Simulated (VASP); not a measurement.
# Si7O16 (a cell with a defect) in VASP: a series of runs, part 2 of 2

VASP 6.6.1.

**3. Single point, PBE+D3(BJ)**

INCAR

```
PREC = Accurate ; ENCUT = 520
EDIFF = 1E-7 ; ISMEAR = 0
SIGMA = 0.02 ; LREAL = Auto
LASPH = T ; NELM = 80
ALGO = Normal ; ISIF = 2
LWAVE = F ; LCHARG = F
GGA = PE ; IVDW = 12
NBANDS = 79
```

KPOINTS

```
Automatic mesh
0
Gamma
  2 2 3
```

POSCAR

```
Si7O16
1.0
   -4.1790000000     -4.1790000000      0.0000000000
    4.1790000000     -4.1790000000      0.0000000000
    0.0000000000      0.0000000000      5.3298000000
Si O
7 16
Direct
    0.5003575018      0.4878011486      0.0013865436
    0.5007171572      0.4911572146      0.4966820519
   -0.0000437904      0.5807360613      0.9081528388
    0.0006813831      0.0346237138      0.0015610342
    0.5004907873     -0.0066389088      0.2490202259
    0.0005355348      0.0024994018      0.4922751323
    0.5005973917     -0.0062772194      0.7464236932
    0.2218583393      0.4765300311      0.0080761004
    0.0007250538      0.1971052883      0.2608756426
    0.7788437425      0.4759169658      0.0096816016
    0.0005853075      0.8116800670      0.2280824796
    0.2116682221      0.4992236181      0.5117822432
    0.0005687964      0.1950193826      0.7393371233
    0.7896670256      0.4992298397      0.5128083605
    0.0007510170      0.8138225652      0.7551769297
    0.6940204594     -0.0005466619     -0.0030832301
    0.5003957885      0.6900839914      0.2473788885
    0.3071777937     -0.0004845657     -0.0032207588
    0.5002627423      0.2916793491      0.2541772674
    0.6957371381     -0.0128220866      0.4981832339
    0.5007698014      0.6911040919      0.7523389245
    0.3054382627     -0.0128625269      0.4982836129
    0.5006180905      0.2929559703      0.7440299824
```

Potentials or basis: VASP PAW PBE potentials, release 64 (Si, O).

Started as:

```
$ cat potpaw_PBE.64/Si/POTCAR potpaw_PBE.64/O/POTCAR > POTCAR
$ mpirun -np 1 vasp_std > vasp.out
```

OUTCAR:

```text
PREC = Accurate
   ENCUT = 520
   EDIFF = 1E-7
   ISMEAR = 0
   LREAL = Auto
   LASPH = T
   NELM = 80
   ISIF = 2
   GGA = PE
   IVDW = 12
 IVDW          = 12

 ion  position               nearest neighbor table
   1  0.500  0.488  0.001-   8 1.65  10 1.65  17 1.77  19 1.78  21 1.79  23 1.79   2 2.64   2 2.69
                             3 3.04   3 3.05
   2  0.501  0.491  0.497-  14 1.71  12 1.71  19 1.75  23 1.76  17 1.77  21 1.80   1 2.64   1 2.69
[... 871 lines left out ...]
  -------------------------------------------------------------------------------------
  Total      20.24026    20.24301    10.67211     2.96243     2.93286    -2.85284
  in kB     174.19712   174.22082    91.84918    25.49608    25.24159   -24.55285
  external pressure =      146.76 kB  Pullay stress =        0.00 kB

 VOLUME and BASIS-vectors are now :
 -----------------------------------------------------------------------------
  energy-cutoff  :      520.00
  volume of cell :      186.16
      direct lattice vectors                 reciprocal lattice vectors
    -4.179000000 -4.179000000  0.000000000    -0.119645848 -0.119645848  0.000000000
     4.179000000 -4.179000000  0.000000000     0.119645848 -0.119645848  0.000000000
     0.000000000  0.000000000  5.329800000     0.000000000  0.000000000  0.187624301

 POSITION                                       TOTAL-FORCE (eV/Angst)
 -----------------------------------------------------------------------------------
     -0.05247     -4.12952      0.00739         0.007513      0.003293      0.041168
     -0.03995     -4.14504      2.64722         0.017403     -0.009552      0.002669
     -1.75192     -6.60571      4.84027        -0.436853      0.445037     -1.133308
      0.14184     -0.14754      0.00832        -0.141372      0.144393      0.004933
      2.05970     -6.24281      1.32723        -0.008613      0.000658      0.013038
      0.00821     -0.01268      2.62373        -0.034913      0.031385      0.024079
[... 15 lines left out ...]
      2.84882     -5.40167      2.65575         0.047807     -0.021277      0.031942
     -0.86782     -3.31635      3.96553         0.026398     -0.022535      0.031885
 -----------------------------------------------------------------------------------
    total drift:                                0.005623     -0.010622      0.006416

  FREE ENERGIE OF THE ION-ELECTRON SYSTEM (eV)
  ---------------------------------------------------
  free  energy   TOTEN  =      -166.8418030210 eV

  energy  without entropy=     -166.8355681459  energy(sigma->0) =     -166.83868558
```

OSZICAR:

```text
N       E                     dE             d eps       ncg     rms          rms(c)
DAV:   1     0.681748733085E+03    0.68175E+03   -0.70123E+04  1264   0.153E+03
DAV:   2    -0.137108294250E+03   -0.81886E+03   -0.80080E+03  1504   0.343E+02
[... 17 lines left out ...]
DAV:  20    -0.161863329617E+03   -0.19276E-04   -0.56028E-04  1440   0.650E-02    0.703E-02
DAV:  21    -0.161863320586E+03    0.90304E-05   -0.10217E-04  1440   0.337E-02    0.224E-02
DAV:  22    -0.161863323067E+03   -0.24808E-05   -0.28873E-05  1472   0.166E-02    0.120E-02
DAV:  23    -0.161863323242E+03   -0.17467E-06   -0.69718E-06  1464   0.758E-03    0.537E-03
DAV:  24    -0.161863323318E+03   -0.75996E-07   -0.10217E-06  1328   0.348E-03    0.290E-03
DAV:  25    -0.161863323345E+03   -0.26863E-07   -0.23055E-07   800   0.146E-03
   1 F= -.16684180E+03 E0= -.16683869E+03  d E =-.623488E-02
```

stdout:

```text
POSCAR found type information on POSCAR SiO
 POSCAR found :  2 types and      23 ions
 scaLAPACK will be used
 LDA part: xc-table for (Slater+PW92), standard interpolation
 POSCAR, INCAR and KPOINTS ok, starting setup
 FFT: planning ... GRIDC
 FFT: planning ... GRID_SOFT
 FFT: planning ... GRID
 WAVECAR not read
 entering main loop
```

Wall time 4.8 min (1 thread of Intel Xeon Platinum 8259CL at 2.50GHz (Skylake/Cascade Lake), shared host); peak memory 0.31 GiB.

What came out:

| Item | Value |
| --- | --- |
| Free energy | -166.8418 eV |
| Pressure | 14.7 GPa |
| Largest force | 1.294 eV/Å |
| Band gap on the k mesh | zero (band 62 reaches 6.53 eV, above the bottom of band 63 at 6.41 eV) |
| Dispersion energy per atom | -0.216 eV |

Forces on the atoms (eV/Å):
```
Si   0.008  0.003  0.041
Si   0.017 -0.010  0.003
Si  -0.437  0.445 -1.133
Si  -0.141  0.144  0.005
Si  -0.009  0.001  0.013
Si  -0.035  0.031  0.024
Si   0.010 -0.016  0.021
O    0.005 -0.077  0.157
O    0.057 -0.060 -0.001
O    0.078 -0.043  0.132
O    0.030 -0.031  0.067
O    0.114  0.050  0.190
O    0.057 -0.056  0.106
O   -0.053 -0.119  0.200
O    0.108 -0.088 -0.076
O   -0.004 -0.017  0.012
O    0.035 -0.038  0.041
O    0.016  0.007  0.014
O    0.011 -0.010  0.045
O    0.028 -0.043  0.033
O    0.029 -0.030  0.043
O    0.048 -0.021  0.032
O    0.026 -0.023  0.032
```

Caveat: the k points lie up to 0.53 Å⁻¹ apart.

**4. Single point, PBE+D3(BJ)**

INCAR

```
SYSTEM = Si7O16
ALGO = Normal ; EDIFF = 1E-6
ENCUT = 520 ; GGA = PE
ISIF = 2 ; ISMEAR = 0
IVDW = 12 ; LASPH = .TRUE.
LCHARG = .FALSE. ; LREAL = Auto
LWAVE = .FALSE. ; NBANDS = 79
NELM = 100 ; PREC = Accurate
SIGMA = 0.02
```

KPOINTS

```
k-points
0
G
  2 2 3
  0 0 0
```

POSCAR

```
Si7O16
1.0
   -4.1790000000     -4.1790000000      0.0000000000
    4.1790000000     -4.1790000000      0.0000000000
    0.0000000000      0.0000000000      5.3298000000
Si O
7 16
Direct
    0.5005758555      0.4884404164     -0.0038800705
    0.5000637712      0.4921357980      0.5007600660
    0.0010096913      0.5881446518      1.0819332808
    0.0000890165      0.0347329505     -0.0007621299
    0.5001667863     -0.0053706628      0.2534278960
    0.0002452740      0.0021765973      0.5104476716
    0.5002759033     -0.0057348648      0.7511362528
    0.2220959560      0.4749172051     -0.0105872641
    0.0002647763      0.1937567600      0.2620090810
    0.7789577650      0.4749134961     -0.0078817216
    0.0000978703      0.8131557789      0.2502919434
    0.2115057430      0.4989338358      0.4797232542
    0.0000953577      0.1959663795      0.7404949529
    0.7886708543      0.4988658770      0.4828055462
    0.0001819813      0.8065459440      0.7834119479
    0.6933308208      0.0002437186      0.0036211490
    0.5000248863      0.6922467097      0.2456236632
    0.3070287150      0.0002785355      0.0034091336
    0.5001148600      0.2934235463      0.2543236144
    0.6956033740     -0.0126663077      0.5025503771
    0.5004606365      0.6906188083      0.7507519982
    0.3048448193     -0.0126440536      0.5026622012
    0.5005068198      0.2926865279      0.7434322113
```

Started as:

```
$ cat potpaw_PBE.64/Si/POTCAR potpaw_PBE.64/O/POTCAR > POTCAR
$ mpirun -np 1 vasp_std > vasp.out
```

Run time: 4.9 min. Hardware: 1 thread of Intel Xeon Platinum 8259CL at 2.50GHz (Skylake/Cascade Lake), shared host; peak memory 0.31 GiB.

It converged, with:

```
Free energy                : -166.8012 eV
Pressure                   : 14.7 GPa
Largest force              : 0.093 eV/Å
Band gap on the k mesh     : zero (band 62 reaches 6.53 eV, above the bottom of band 63 at 6.42 eV)
Dispersion energy per atom : -0.216 eV
```

Forces in eV/Å, atoms in the order of the input:
```
Si  -0.011  0.020 -0.002
Si  -0.005  0.005  0.018
Si  -0.022  0.040  0.019
Si   0.001  0.000  0.030
Si  -0.001  0.002  0.010
Si  -0.049  0.055 -0.057
Si  -0.006  0.006  0.004
O   -0.040 -0.026  0.010
O    0.035 -0.036  0.007
O    0.023  0.030 -0.007
O    0.027 -0.033  0.025
O    0.046  0.050 -0.011
O    0.051 -0.050  0.004
O   -0.054 -0.052 -0.015
O   -0.015  0.015 -0.012
O   -0.011 -0.020  0.001
O    0.002 -0.006 -0.008
O    0.019  0.012  0.003
O   -0.001  0.000  0.001
O   -0.011 -0.015 -0.002
O    0.014 -0.014  0.000
O    0.016  0.011 -0.005
O   -0.006  0.008 -0.013
```

Stress tensor (GPa, compression positive):
```
17.91  2.22  2.91
 2.22 17.88 -2.76
 2.91 -2.76  8.45
```

Levels at points of the mesh, in eV from the Fermi level:
```tsv
k point	band 58	band 59	band 60	band 61	band 62	band 63	band 64	band 65	band 66	band 67
(0.00, 0.00, 0.00)	-0.68	-0.64	-0.15	0.00	0.07	0.13	0.62	5.84	6.81	7.36
(0.50, 0.00, 0.00)	-1.06	-0.76	-0.42	-0.23	-0.22	0.20	0.23	6.71	7.20	7.25
(0.00, 0.50, 0.00)	-0.56	-0.51	-0.43	-0.25	-0.02	0.02	0.05	6.45	7.23	8.01
(0.50, 0.50, 0.00)	-0.60	-0.29	-0.24	-0.11	0.04	0.08	0.19	7.01	7.48	8.19
```

Caveat: the k points lie up to 0.53 Å⁻¹ apart.

**5. Single point, PBE+D3(BJ)**

INCAR

```
PREC     = Accurate       # precision mode
ENCUT    = 520            # plane-wave cutoff, eV
EDIFF    = 1E-7           # SCF threshold, eV
ISMEAR   = 0              # smearing method
SIGMA    = 0.02           # smearing width, eV
LREAL    = Auto         
LASPH    = T              # aspherical terms in the spheres
NELM     = 100            # most SCF steps
ALGO     = Normal         # electronic algorithm
ISIF     = 2              # what is computed and relaxed
LWAVE    = F              # write WAVECAR
LCHARG   = F              # write CHGCAR
GGA      = PE             # functional
IVDW     = 12             # dispersion correction
NBANDS   = 79             # bands
```

KPOINTS

```
Automatic mesh
0
Gamma
  2 2 3
```

POSCAR

```
Si7O16
1.0
   -4.1790000000     -4.1790000000      0.0000000000
    4.1790000000     -4.1790000000      0.0000000000
    0.0000000000      0.0000000000      5.3298000000
Si O
7 16
Direct
    0.5004313233      0.4906062455     -0.0023351721
    0.4999849246      0.4943005504      0.5026398739
    0.0011550610      0.5403261546      1.1719638636
   -0.0000716679      0.0236615219      0.0030723479
    0.5000167504     -0.0048966260      0.2554604300
    0.0000480976      0.0023139507      0.5083352096
    0.5001231156     -0.0052961235      0.7537181508
    0.2152170376      0.4858868150     -0.0079805996
    0.0001433357      0.1986752812      0.2577912867
    0.7855153147      0.4856744436     -0.0055778828
   -0.0000563532      0.8149376645      0.2470377875
    0.2057998325      0.5024181622      0.4718379677
   -0.0001609237      0.1937689639      0.7457264813
    0.7941721704      0.5022145250      0.4743371233
   -0.0000717875      0.8175185451      0.7671514879
    0.6930455851      0.0004511845      0.0058443094
    0.5000294329      0.6931079206      0.2493830913
    0.3070387653      0.0004637473      0.0056908327
    0.4999966499      0.2948657574      0.2561846598
    0.6947553242     -0.0097699210      0.5035014447
    0.5003234027      0.6908335726      0.7517297084
    0.3053787988     -0.0097786552      0.5036284664
    0.5002915769      0.2956000239      0.7457114713
```

Potentials or basis: VASP PAW PBE potentials, release 64 (Si, O).

Started as:

```
$ cat potpaw_PBE.64/Si/POTCAR potpaw_PBE.64/O/POTCAR > POTCAR
$ mpirun -np 1 vasp_std > vasp.out
```

OUTCAR:

```text
PREC = Accurate
   ENCUT = 520
   EDIFF = 1E-7
   ISMEAR = 0
   LREAL = Auto
   LASPH = T
   NELM = 100
   ISIF = 2
   GGA = PE
   IVDW = 12
 IVDW          = 12

 ion  position               nearest neighbor table
   1  0.500  0.491  0.998-  10 1.69   8 1.69  21 1.77  23 1.77  17 1.80  19 1.80   2 2.64   2 2.69
                             3 3.11   3 3.12
   2  0.500  0.494  0.503-  14 1.75  12 1.75  23 1.75  21 1.76  19 1.76  17 1.79   1 2.64   1 2.69

   3  0.001  0.540  0.172-   8 1.62  10 1.62  11 1.67  12 2.02  14 2.04   9 2.07   4 2.99   1 3.11
                             1 3.12
   4  1.000  0.024  0.003-  13 1.70   9 1.71  15 1.75  11 1.79  16 1.82  18 1.82   6 2.64   6 2.70
                             3 2.99
   5  0.500  0.995  0.255-  16 1.75  20 1.75  22 1.75  18 1.75  19 1.77  17 1.79   7 2.66   7 2.67
[... 7 lines left out ...]
  10  0.786  0.486  0.994-   3 1.62   1 1.69
  11  1.000  0.815  0.247-   3 1.67   6 1.78   4 1.79
  12  0.206  0.502  0.472-   2 1.75   3 2.02
  13  1.000  0.194  0.746-   6 1.70   4 1.70
  14  0.794  0.502  0.474-   2 1.75   3 2.04
  15  1.000  0.818  0.767-   4 1.75   6 1.76
  16  0.693  0.000  0.006-   5 1.75   7 1.76   4 1.82
  17  0.500  0.693  0.249-   5 1.79   2 1.79   1 1.80
  18  0.307  0.000  0.006-   5 1.75   7 1.76   4 1.82
  19  0.500  0.295  0.256-   2 1.76   5 1.77   1 1.80
  20  0.695  0.990  0.504-   5 1.75   7 1.76   6 1.81
  21  0.500  0.691  0.752-   2 1.76   1 1.77   7 1.80
  22  0.305  0.990  0.504-   5 1.75   7 1.76   6 1.81
  23  0.500  0.296  0.746-   2 1.75   1 1.77   7 1.78

  LATTYP: Found a simple tetragonal cell.
 ALAT       =     5.9099984772
 C/A-ratio  =     0.9018276435

  Lattice vectors:

 A1 = (  -4.1790000000,  -4.1790000000,   0.0000000000)
 A2 = (   4.1790000000,  -4.1790000000,   0.0000000000)
 A3 = (   0.0000000000,   0.0000000000,   5.3298000000)

Analysis of symmetry for initial positions (statically):
=====================================================================
[... 173 lines left out ...]
   LORBIT       =      0    0 simple, 1 ext, 2 COOP (PROOUT), +10 PAW based schemes
   GGA     = PE    functional components
   LHFCALC =     F    Hartree Fock is set to
   AEXX    =    0.0000 exact exchange contribution
   IVDW    =    12    specifies the selected vdW correction
   LEPSILON=     F    determine dielectric tensor
   LRPA    =     F    only Hartree local field effects (RPA)
 non-spin polarized calculation
 Gauss-broadening in eV      SIGMA  =   0.02
  energy-cutoff  :      520.00
  volume of cell :      186.16
 maximum number of plane-waves:      5031
 NGX is ok and might be reduce to    48
   NGX = 21   NGY = 21   NGZ = 19

 number of electron     124.0000002 magnetization

 Free energy of the ion-electron system (eV)
  ---------------------------------------------------
  ext. energy  EPLUGINS =         0.00000000
  ---------------------------------------------------
  free energy    TOTEN  =      -164.04973025 eV

  energy without entropy =     -164.04760723  energy(sigma->0) =     -164.04866874

 E-fermi :   6.4074     XC(G=0): -11.9695

 val. band max:        6.3877572649   @ k =   0.5000   0.0000   0.3333
 cond. band min:       6.4207017848   @ k =   0.5000   0.5000   0.0000
 fundamental gap:      0.0329445199
 Fermi energy:         6.4073984013

 k-point     1 :       0.0000    0.0000    0.0000
  band No.  band energies     occupation
      1     -15.5900      2.00000
      2     -14.0051      2.00000
      3     -13.3839      2.00000
      4     -13.0920      2.00000
      5     -12.9507      2.00000
      6     -12.6021      2.00000
[... 605 lines left out ...]
     73      17.2571      0.00000
     74      17.3326      0.00000
 [bands above 74 left out]

------------------------ aborting loop because EDIFF is reached ----------------------------------------

 Edisp (eV)   -4.91954

 E8    (eV) :    -1.6616

  FORCE on cell =-STRESS in cart. coord.  units (eV):
  Direction    XX          YY          ZZ          XY          YZ          ZX
  --------------------------------------------------------------------------------------
  -------------------------------------------------------------------------------------
  Total      11.48481    11.49436    10.21251     0.26466    -1.44665     1.72418
  in kB      98.84367    98.92582    87.89364     2.27780   -12.45051    14.83910
  external pressure =       95.22 kB  Pullay stress =        0.00 kB

 VOLUME and BASIS-vectors are now :
 -----------------------------------------------------------------------------
  energy-cutoff  :      520.00
  volume of cell :      186.16
      direct lattice vectors                 reciprocal lattice vectors
    -4.179000000 -4.179000000  0.000000000    -0.119645848 -0.119645848  0.000000000
     4.179000000 -4.179000000  0.000000000     0.119645848 -0.119645848  0.000000000
     0.000000000  0.000000000  5.329800000     0.000000000  0.000000000  0.187624301

 POSITION                                       TOTAL-FORCE (eV/Angst)
 -----------------------------------------------------------------------------------
     -0.04106     -4.14155      5.31735         0.063821     -0.063921     -0.122540
     -0.02375     -4.15512      2.67897         0.090047     -0.079962     -0.075539
      2.25320     -2.26285      0.91653        -1.843358      1.838279      4.240298
     -4.07982     -4.27758      0.01637        -0.451661      0.447124      0.042340
      2.06897     -6.24811      1.36155         0.008197     -0.006873     -0.075157
      0.00947     -0.00987      2.70933        -0.037908      0.036799     -0.342746
[... 15 lines left out ...]
      2.86196     -5.41431      2.68424         0.092876     -0.115043     -0.133655
     -0.85541     -3.32603      3.97449         0.115568     -0.109473     -0.067151
 -----------------------------------------------------------------------------------
    total drift:                                0.028977     -0.026332      0.010219

  FREE ENERGIE OF THE ION-ELECTRON SYSTEM (eV)
  ---------------------------------------------------
  free  energy   TOTEN  =      -168.9692752363 eV

  energy  without entropy=     -168.9671522133  energy(sigma->0) =     -168.96821372
```

stdout:

```text
POSCAR found type information on POSCAR SiO
 POSCAR found :  2 types and      23 ions
 scaLAPACK will be used
 LDA part: xc-table for (Slater+PW92), standard interpolation
 POSCAR, INCAR and KPOINTS ok, starting setup
 FFT: planning ... GRIDC
 FFT: planning ... GRID_SOFT
 FFT: planning ... GRID
 WAVECAR not read
 entering main loop
```

It took 5.4 min on 1 thread of Intel Xeon Platinum 8259CL at 2.50GHz (Skylake/Cascade Lake), shared host; peak memory 0.32 GiB.

Results:

```
Free energy                : -168.9693 eV
Pressure                   : 9.5 GPa
Largest force              : 4.976 eV/Å
Band gap on the k mesh     : zero (band 62 reaches 6.50 eV, above the bottom of band 63 at 6.28 eV)
Dispersion energy per atom : -0.214 eV
```

Forces in eV/Å, atoms in the order of the input:
```
Si   0.064 -0.064 -0.123
Si   0.090 -0.080 -0.076
Si  -1.843  1.838  4.240
Si  -0.452  0.447  0.042
Si   0.008 -0.007 -0.075
Si  -0.038  0.037 -0.343
Si   0.001  0.002 -0.048
O    0.655 -0.179 -0.048
O    0.206 -0.208 -0.379
O    0.190 -0.646 -0.096
O    0.069 -0.079 -0.341
O    0.389  0.108 -0.560
O   -0.053  0.053  0.070
O   -0.116 -0.393 -0.601
O    0.379 -0.379 -0.962
O   -0.003 -0.010 -0.076
O    0.033 -0.046  0.000
O    0.012  0.007 -0.070
O    0.054 -0.062 -0.093
O    0.117 -0.091 -0.132
O    0.030 -0.024 -0.131
O    0.093 -0.115 -0.134
O    0.116 -0.109 -0.067
```

Stress tensor (GPa, compression positive):
```
 9.88  0.23  1.48
 0.23  9.89 -1.25
 1.48 -1.25  8.79
```

Levels at points of the mesh, in eV from the Fermi level:
| k point | band 59 | band 60 | band 61 | band 62 | band 63 | band 64 | band 65 | band 66 |
| --- | --- | --- | --- | --- | --- | --- | --- | --- |
| (0.00, 0.00, 0.00) | -0.56 | -0.19 | -0.07 | 0.07 | 0.15 | 0.66 | 6.23 | 7.39 |
| (0.50, 0.00, 0.00) | -0.58 | -0.42 | -0.42 | -0.19 | 0.25 | 0.27 | 7.30 | 7.41 |
| (0.00, 0.50, 0.00) | -0.42 | -0.30 | -0.25 | -0.07 | 0.06 | 0.08 | 7.28 | 7.51 |
| (0.50, 0.50, 0.00) | -0.41 | -0.25 | -0.17 | 0.01 | 0.08 | 0.25 | 8.11 | 8.20 |

Caveat: the k points lie up to 0.53 Å⁻¹ apart.
